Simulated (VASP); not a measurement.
The system is CdO (Monteponite).

```xyz
2
Lattice="0.0000 2.3804 2.3804 2.3804 0.0000 2.3804 2.3804 2.3804 0.0000" Properties=species:S:1:pos:R:3 pbc="T T T"
Cd    0.0000    0.0000    0.0000
O     2.3804    2.3804    2.3804
```

Base run:

| Property | Result |
| --- | --- |
| Program | VASP 6.6.1 |
| Functional | BLYP |
| Potentials or basis | VASP PAW PBE potentials, release 64 (Cd, O) |
| Cutoff | 600 eV |
| k mesh | 10 × 10 × 10 |
| Occupations | fermi-dirac, width 0.05 eV |
| Spin | no spin polarisation |

Its results: band gap on the k mesh zero (band 9 reaches 2.05 eV, above the bottom of band 10 at 1.69 eV); pressure 7.0 GPa.

Q: The run is repeated on the same cell with these changes: functional from BLYP to LDA; potentials or basis from VASP PAW PBE potentials, release 64 (Cd, O) to VASP PAW LDA potentials, release 64 (Cd, O). What comes out?

A: Band gap on the k mesh zero (band 9 reaches 1.41 eV, above the bottom of band 10 at 0.82 eV); pressure -9.6 GPa.

Caveats: the PAW data sets were made with another functional, which shifts forces and pressure a little (some runs).
